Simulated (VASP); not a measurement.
# Ga2O3 (C2/m) in VASP: further runs

The runs below take Ga2O3 through single point, with PBE.

All numbers are computed with VASP 6.6.1; they aren't measurements. Logs are shortened: lines on timing, memory, paths and dates and some standing lists are left out, and cuts for length are marked.

### 1 The cell of the first run

It takes space group C2/m (No. 12, monoclinic). The conventional cell has a = 11.832 Å, b = 2.929 Å, c = 5.722 Å, α = 90.00°, β = 103.36°, γ = 90.00°. Within 2.3 Å of Ga (site symmetry m) lie 4 O at 1.77 to 1.82 Å. Within 2.5 Å of Ga (site symmetry m) lie 6 O at 1.87 to 2.03 Å. Within 2.4 Å of O (site symmetry m) lie 3 Ga at 1.81 to 1.89 Å. O (site symmetry m) has 4 Ga at 1.82 to 2.03 Å within 2.4 Å. O (site symmetry m) has 3 Ga at 1.77 to 1.87 Å within 2.3 Å.

### 2 Single point, PBE (strain -0.050 along x and y, -0.025 along z)

The input, INCAR:

```
SYSTEM = Ga2O3
ALGO = Normal
EDIFF = 1E-6
ENCUT = 600
GGA = PE
GGA_COMPAT = .False.
ISIF = 2
ISMEAR = 0
KPAR = 4
LASPH = .True.
LCHARG = .True.
LREAL = .False.
LVHAR = .True.
LWAVE = .False.
NBANDS = 55
NELM = 120
PREC = Accurate
SIGMA = 0.05
```

The input, KPOINTS:

```
k-points
0
Gamma
  10 10 6
  0 0 0
```

The input, POSCAR:

```
Ga2O3
1.0
    5.9160590369     -1.4646686970      0.0112051300
    5.9160590369      1.4646686970      0.0112051300
   -1.3325872907      0.0000000000      5.5650018391
Ga O
4 6
Direct
    0.0899134338      0.0899134338      0.7947233214
    0.9100865662      0.9100865662      0.2052766786
    0.6585007298      0.6585007298      0.3141978958
    0.3414992702      0.3414992702      0.6858021042
    0.1634883771      0.1634883771      0.1092060624
    0.8365116229      0.8365116229      0.8907939376
    0.1737013129      0.1737013129      0.5643594349
    0.8262986871      0.8262986871      0.4356405651
    0.4960195696      0.4960195696      0.2566813611
    0.5039804304      0.5039804304      0.7433186389
```

Potentials or basis: VASP PAW PBE potentials, release 64 (Ga_d, O).

The run is started by

```bash
$ cat potpaw_PBE.64/Ga_d/POTCAR potpaw_PBE.64/O/POTCAR > POTCAR
$ mpirun -np 4 vasp_std > vasp.out
```

OUTCAR:

```text
SYSTEM = Ga2O3
   EDIFF = 1E-6
   ENCUT = 600
   GGA = PE
   ISIF = 2
   ISMEAR = 0
   LASPH = .True.
   LREAL = .False.
   NELM = 120
   PREC = Accurate

 ion  position               nearest neighbor table
   1  0.090  0.090  0.795-  10 1.77  10 1.77   5 1.81   7 1.82
   2  0.910  0.910  0.205-   9 1.77   9 1.77   6 1.81   8 1.82
   3  0.659  0.659  0.314-   9 1.87   5 1.89   5 1.89   8 1.95   7 2.03   7 2.03
   4  0.341  0.341  0.686-  10 1.87   6 1.89   6 1.89   7 1.95   8 2.03   8 2.03
   5  0.163  0.163  0.109-   1 1.81   3 1.89   3 1.89
   6  0.837  0.837  0.891-   2 1.81   4 1.89   4 1.89
   7  0.174  0.174  0.564-   1 1.82   4 1.95   3 2.03   3 2.03
   8  0.826  0.826  0.436-   2 1.82   3 1.95   4 2.03   4 2.03
   9  0.496  0.496  0.257-   2 1.77   2 1.77   3 1.87
  10  0.504  0.504  0.743-   1 1.77   1 1.77   4 1.87

  LATTYP: Found a base centered monoclinic cell.
 ALAT       =    11.8321392965
 B/A-ratio  =     0.2475746203
 C/A-ratio  =     0.4836257891
 COS(beta)  =    -0.2310326788

  Lattice vectors:

 A1 = (   5.9160590369,  -1.4646686970,   0.0112051300)
 A2 = (   5.9160590369,   1.4646686970,   0.0112051300)
 A3 = (  -1.3325872907,   0.0000000000,   5.5650018391)

Analysis of symmetry for initial positions (statically):
=====================================================================
 Subroutine PRICEL returns:
 Original cell was already a primitive cell.

 Routine SETGRP: Setting up the symmetry group for a
 base centered monoclinic supercell.

 Subroutine GETGRP returns: Found  4 space group operations
 (whereof  4 operations were pure point group operations)
 out of a pool of  4 trial point group operations.

The static configuration has the point symmetry C_2h.

Analysis of symmetry for dynamics (positions and initial velocities):
=====================================================================
 Subroutine PRICEL returns:
 Original cell was already a primitive cell.

 Routine SETGRP: Setting up the symmetry group for a
 base centered monoclinic supercell.

 Subroutine GETGRP returns: Found  4 space group operations
 (whereof  4 operations were pure point group operations)
 out of a pool of  4 trial point group operations.

The dynamic configuration has the point symmetry C_2h.

 Subroutine INISYM returns: Found  4 space group operations
 (whereof  4 operations are pure point group operations),
 and found     1 'primitive' translations

----------------------------------------------------------------------------------------

[... 119 lines left out ...]
   NELECT =      88.0000    total number of electrons
   NUPDOWN=      -1.0000    fix difference up-down
   EMIN   =  10.00;   EMAX   =-10.00  energy-range for DOS
   EFERMI =   0.00;   METHOD = LEGACY
   ISMEAR =     0;   SIGMA  =   0.05  broadening in eV -4-tet -1-fermi 0-gaus
   EFERMI_NEDOS =   21; number of points for ismear=-14 and -15
   IALGO  =     38    algorithm
   IMIX   =      4    mixing-type and parameters
     AMIX     =   0.40;   BMIX     =  1.00
     AMIX_MAG =   1.60;   BMIX_MAG =  1.00
  volume/ion in A,a.u.               =       9.65        65.11
  Fermi-wavevector in a.u.,A,eV,Ry     =   1.587624  3.000174 34.294168  2.520550
  Thomas-Fermi vector in A             =   2.686753
   LORBIT       =      0    0 simple, 1 ext, 2 COOP (PROOUT), +10 PAW based schemes
   GGA     = PE    functional components
   LHFCALC =     F    Hartree Fock is set to
   AEXX    =    0.0000 exact exchange contribution
   IVDW    =     0    specifies the selected vdW correction
   LEPSILON=     F    determine dielectric tensor
   LRPA    =     F    only Hartree local field effects (RPA)
 non-spin polarized calculation
 Gauss-broadening in eV      SIGMA  =   0.05
  energy-cutoff  :      600.00
  volume of cell :       96.49
 maximum number of plane-waves:      3246
 NGX is ok and might be reduce to    50
   NGX = 25   NGY = 25   NGZ = 23

 number of electron      87.9999993 magnetization

 Free energy of the ion-electron system (eV)
  ---------------------------------------------------
  ext. energy  EPLUGINS =         0.00000000
  ---------------------------------------------------
  free energy    TOTEN  =       -58.43954885 eV

  energy without entropy =      -58.43954885  energy(sigma->0) =      -58.43954885

 E-fermi :   4.8930     XC(G=0): -12.0839

 val. band max:        4.6903592802   @ k =   0.5000   0.4000   0.5000
 cond. band min:       7.8508581600   @ k =   0.0000   0.0000   0.0000
 fundamental gap:      3.1604988798
 Fermi energy:         4.8930193125

 k-point     1 :       0.0000    0.0000    0.0000
  band No.  band energies     occupation
      1     -14.8786      2.00000
      2     -13.7214      2.00000
      3     -13.5584      2.00000
      4     -13.2368      2.00000
      5     -12.7334      2.00000
      6     -12.7315      2.00000
[... 1381 lines left out ...]
     54      16.8421      0.00000
     55      18.0707      0.00000

 [... further k-points ...]

------------------------ aborting loop because EDIFF is reached ----------------------------------------

  FORCE on cell =-STRESS in cart. coord.  units (eV):
  Direction    XX          YY          ZZ          XY          YZ          ZX
  --------------------------------------------------------------------------------------
  -------------------------------------------------------------------------------------
  Total       19.0833592     22.9110772     14.3898848      0.0000000      0.0000000      0.3665226
  in kB      316.8847035    380.4450683    238.9482029      0.0000000      0.0000000      6.0862139
  external PRESSURE =     312.0926582 kB  Pullay stress =       0.0000000 kB

 VOLUME and BASIS-vectors are now :
 -----------------------------------------------------------------------------
  energy-cutoff  :      600.00
  volume of cell :       96.49
      direct lattice vectors                 reciprocal lattice vectors
     5.916059037 -1.464668697  0.011205130     0.084477408 -0.341374129  0.020228838
     5.916059037  1.464668697  0.011205130     0.084477408  0.341374129  0.020228838
    -1.332587291  0.000000000  5.565001839    -0.000340190  0.000000000  0.179612998

 POSITION                                       TOTAL-FORCE (eV/Angst)
 -----------------------------------------------------------------------------------
      0.00483      0.00000      4.42465         0.952822      0.000000      0.466845
     10.49470      0.00000      1.16276        -0.952822      0.000000     -0.466845
      7.37276      0.00000      1.76327         0.159359      0.000000      0.286866
      3.12677      0.00000      3.82414        -0.159359      0.000000     -0.286866
      1.78889      0.00000      0.61140         0.651238      0.000000     -0.378746
      8.71064      0.00000      4.97602        -0.651238      0.000000      0.378746
      1.30320      0.00000      3.14455        -0.304545      0.000000     -0.201391
      9.19633      0.00000      2.44286         0.304545      0.000000      0.201391
      5.52691      0.00000      1.43955         0.704672      0.000000      0.349567
      4.97262      0.00000      4.14786        -0.704672      0.000000     -0.349567
 -----------------------------------------------------------------------------------
    total drift:                                0.000000      0.000000     -0.000000

  FREE ENERGIE OF THE ION-ELECTRON SYSTEM (eV)
  ---------------------------------------------------
  free  energy   TOTEN  =       -58.4395488519 eV

  energy  without entropy=      -58.4395488519  energy(sigma->0) =      -58.43954885
```

stdout:

```text
POSCAR found type information on POSCAR GaO
 POSCAR found :  2 types and      10 ions
 scaLAPACK will be used
 LDA part: xc-table for (Slater+PW92), standard interpolation
 POSCAR, INCAR and KPOINTS ok, starting setup
 FFT: planning ... GRIDC
 FFT: planning ... GRID_SOFT
 FFT: planning ... GRID
 WAVECAR not read
 entering main loop
```

Run time: 5.2 min. Hardware: 4 MPI ranks of Intel Xeon 6975P-C (Granite Rapids), shared host; peak memory 0.91 GiB.

Results:

| Property | Result |
| --- | --- |
| Free energy | -58.4395 eV |
| Pressure | 31.2 GPa |
| Largest force | 1.061 eV/Å |
| Band gap on the k mesh | 3.16 eV (least direct gap 3.27 eV) |

Forces on the atoms (eV/Å):
```
Ga   0.953  0.000  0.467
Ga  -0.953  0.000 -0.467
Ga   0.159  0.000  0.287
Ga  -0.159  0.000 -0.287
O    0.651  0.000 -0.379
O   -0.651  0.000  0.379
O   -0.305  0.000 -0.201
O    0.305  0.000  0.201
O    0.705  0.000  0.350
O   -0.705  0.000 -0.350
```

Caveat: the cell differs from its parent crystal (strain -0.050 along x and y, -0.025 along z); the stress differs along the axes, from 24 to 38 GPa; forces of over 1 eV/Å act on the atoms, so gaps and moduli don't describe the material at rest. A k mesh can miss the band edges.

### 3 Single point, PBE (strain +0.000 along x and y, +0.025 along z)

INCAR is that of step 2.

KPOINTS is that of step 2.

Edit POSCAR of step 2 so:

```diff
@@ -2,5 +2,5 @@
 1.0
-    5.9160590369     -1.4646686970      0.0112051300
-    5.9160590369      1.4646686970      0.0112051300
-   -1.3325872907      0.0000000000      5.5650018391
+    6.2274305652     -1.5417565232      0.0117797520
+    6.2274305652      1.5417565232      0.0117797520
+   -1.4027234639      0.0000000000      5.8503865487
 Ga O
```

Potentials or basis: VASP PAW PBE potentials, release 64 (Ga_d, O).

The run is started by

```bash
$ cat potpaw_PBE.64/Ga_d/POTCAR potpaw_PBE.64/O/POTCAR > POTCAR
$ mpirun -np 4 vasp_std > vasp.out
```

Run time: 7.5 min. Hardware: 4 MPI ranks of Intel Xeon Platinum 8488C (Sapphire Rapids), shared host; peak memory 1 GiB.

The run converged. Its results:

```
Free energy            : -59.6297 eV
Pressure               : -3.7 GPa
Largest force          : 0.406 eV/Å
Band gap on the k mesh : 1.75 eV (least direct gap 1.89 eV)
```

Forces on the atoms (eV/Å):
```
Ga   0.255  0.000  0.315
Ga  -0.255  0.000 -0.315
Ga   0.138  0.000 -0.064
Ga  -0.138  0.000  0.064
O   -0.152  0.000 -0.178
O    0.152  0.000  0.178
O   -0.090  0.000  0.026
O    0.090  0.000 -0.026
O   -0.060  0.000  0.004
O    0.060  0.000 -0.004
```

Stress tensor (GPa, compression positive):
```
-1.86  0.00 -0.11
 0.00 -0.98  0.00
-0.11  0.00 -8.37
```

Levels at points of the mesh, in eV from the valence-band top:
```
           k point  band 40  band 41  band 42  band 43  band 44  band 45  band 46  band 47  band 48  band 49
(0.00, 0.00, 0.00)    -0.64    -0.59    -0.45    -0.30    -0.14     1.75     5.07     6.12     6.43     7.42
(0.50, 0.00, 0.00)    -1.25    -0.82    -0.67    -0.44    -0.27     5.15     5.75     6.43     6.78     7.62
(0.50, 0.50, 0.00)    -0.99    -0.63    -0.60    -0.36    -0.30     3.95     4.15     5.63     5.94     7.61
(0.00, 0.00, 0.50)    -1.34    -0.60    -0.58    -0.49    -0.25     4.15     4.29     6.06     6.68     7.37
(0.50, 0.00, 0.50)    -1.24    -1.08    -0.93    -0.65    -0.62     6.23     6.28     7.11     7.26     7.95
(0.50, 0.50, 0.50)    -0.65    -0.63    -0.61    -0.59    -0.02     4.50     4.75     5.59     5.95     6.73
```

Caveat: the cell differs from its parent crystal (strain +0.000 along x and y, +0.025 along z); the stress differs along the axes, from -8 to -1 GPa. A k mesh can miss the band edges.
